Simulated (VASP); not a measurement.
## PbSe: single point with PBEsol+D3(BJ)

PbSe:

```xyz
2
Lattice="0.0000 2.9680 2.9680 2.9680 0.0000 2.9680 2.9680 2.9680 0.0000" Properties=species:S:1:pos:R:3 pbc="T T T"
Pb    2.9680    2.9680    2.9680
Se    0.0000    0.0000    0.0000
```

This cell differs from its parent crystal: volume scaled by 0.96.

```
Program             : VASP 6.6.1
Task                : single point
Functional          : PBEsol
Dispersion          : D3(BJ)
Potentials or basis : VASP PAW PBE potentials, release 64 (Pb_d, Se)
Cutoff              : 520 eV
k mesh              : 6 × 6 × 6
Occupations         : gaussian, width 0.05 eV
Spin                : no spin polarisation
```

- Pressure: 2.4 GPa
- Band gap on the k mesh: 0.14 eV, direct
- Dispersion energy per atom: -0.393 eV

Levels at points of the mesh, in eV from the valence-band top:
```tsv
k point	band 7	band 8	band 9	band 10	band 11	band 12	band 13	band 14
(0.00, 0.00, 0.00)	-6.13	-2.28	-2.28	-2.28	4.92	4.92	4.92	6.28
(0.50, 0.00, 0.00)	-9.37	-1.79	-1.79	0.00	0.14	1.48	1.48	8.56
(0.50, 0.50, 0.00)	-7.54	-5.80	-3.82	-3.82	3.22	5.98	5.98	6.44
```

It took 9.3 s on 1 thread of AMD EPYC 7R13 Processor (Zen 3), with other jobs on the host, peak memory 0.16 GiB.

Caveat: the PAW data sets were made with another functional, which shifts forces and pressure a little; spin-orbit coupling is left out, which moves the levels of the heavy elements. A k mesh can miss the band edges.
